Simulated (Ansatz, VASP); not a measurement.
# Sn: VASP beside Ansatz

```
Sn
1.0
     0.00000    3.30240    3.24560
     3.24560    0.00000    3.24560
     3.24560    3.30240    0.00000
Sn
2
Cartesian
  3.2456 3.3024 3.2456
  4.8684 4.9536 4.8684
```

Change from the starting cell: strain +0.0175 x Voigt [0, 1, 0, 0, 0, 0], atoms carried along.

Alike in both runs: task single point; functional PBEsol; k mesh 12 × 12 × 12; occupations gaussian, width 0.15 eV; no spin polarisation.

|  | VASP | Ansatz |
| --- | --- | --- |
| version | VASP 6.6.1 | Ansatz 0.2.0 |
| potentials or method | VASP PAW PBE potentials, release 64 (Sn_d), cutoff 520 eV | scalar-relativistic, plane waves, PAW |
| valence electrons in the cell | 28 | 28 |

|  | VASP | Ansatz | Ansatz less VASP |
| --- | --- | --- | --- |
| gap on the k mesh at the Fermi level (eV) | none | none | - |
| pressure (GPa) | 0.1 | 0.2 | +0.11 |
| traceless stress, the component that is largest in VASP (GPa) | -0.35 | -0.35 | 0.000 |

VASP's potentials were made for PBE, not for PBEsol. A gap of «none» marks a metal or a gap that the smearing closes. The functional is the same, so the differences come from potentials, cutoffs and numerics.
